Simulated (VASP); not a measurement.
Input of a VASP 6.6.1 run:

Contents of INCAR:

```
PREC = Accurate
ENCUT = 600
EDIFF = 1E-6
ISMEAR = 0
SIGMA = 0.1
LREAL = F
LASPH = T
NELM = 80
ALGO = Normal
ISIF = 3
LWAVE = F
LCHARG = F
GGA = PE
IBRION = 2
NSW = 90
EDIFFG = -0.04
```

KPOINTS

```
regular mesh
0
Gamma
  4 4 4
```

POSCAR

```
CsLi3
1.0
    4.3081366645      0.0000000000      0.0000000000
    0.0000000000      4.3081366645      0.0000000000
    0.0000000000      0.0000000000      4.3081366645
Cs Li
1 3
Direct
    0.0000000000      0.0000000000      0.0000000000
    0.0000000000      0.5000000000      0.5000000000
    0.5000000000      0.0000000000      0.5000000000
    0.5000000000      0.5000000000      0.0000000000
```

Potentials or basis: VASP PAW PBE potentials, release 64 (Cs_sv, Li_sv).

The run is started by

```bash
$ cat potpaw_PBE.64/Cs_sv/POTCAR potpaw_PBE.64/Li_sv/POTCAR > POTCAR
$ mpirun -np 1 vasp_std > vasp.out
```

**Question.** Predict the relaxed cell.

**Answer.** a = 5.117 Å, b = 5.117 Å, c = 5.117 Å, α = 90.00°, β = 90.00°, γ = 90.00°.

**Question.** What does it give for the band gap on the k mesh?

**Answer.** Zero (band 9 reaches 2.05 eV, above the bottom of band 10 at 1.36 eV).

**Question.** Predict the relaxed volume.

**Answer.** 33.50 Å³/atom.

The path:
```csv
step,energy change (eV),largest force (eV/Å),pressure (GPa),volume (Å³)
1,0.0000,0.0000,11.35,79.96
2,-0.9240,0.0000,5.92,97.49
3,-1.5341,0.0000,0.18,134.01
```

Caveat: the k points lie up to 0.31 Å⁻¹ apart in the final cell; the cutoff is under 1.25 times the usual one of these potentials, so pressure, stress and relaxed cells hold a basis-set (Pulay) error; the volume moved by over 15 % at a fixed basis, so the end points are rough; spin-orbit coupling is left out, which moves the levels of the heavy elements.
